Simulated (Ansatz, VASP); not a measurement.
## Cr3Cd in VASP and in Ansatz

```
CELL_PARAMETERS angstrom
3.78328 0.00000 0.00000
0.00000 3.78328 0.00000
0.00000 0.00000 3.78328
ATOMIC_POSITIONS crystal
Cr 0.00000 0.50000 0.50000
Cr 0.50000 0.00000 0.50000
Cr 0.50000 0.50000 0.00000
Cd 0.00000 0.00000 0.00000
```

Alike in both runs: functional PBE; k mesh 12 × 12 × 12; occupations gaussian, width 0.1 eV; no spin polarisation.

Ansatz relaxed the structure, and its values are those at the end. VASP's run is a single point on that final structure, the one shown.

|  | VASP | Ansatz |
| --- | --- | --- |
| version | VASP 6.6.1 | Ansatz 0.2.0 |
| potentials or method | VASP PAW PBE potentials, release 64 (Cr_pv, Cd), cutoff 520 eV | scalar-relativistic, plane waves, PAW |
| valence electrons in the cell | 48 | 62 |

```csv
,VASP,Ansatz,Ansatz less VASP
gap on the k mesh at the Fermi level (eV),none,none,-
pressure (GPa),0.6,0.0,-0.58
```

A gap of «none» marks a metal or a gap that the smearing closes. VASP's potentials hold 48 valence electrons a cell and Ansatz's 62, so a difference there can come from the potentials and not from the codes.
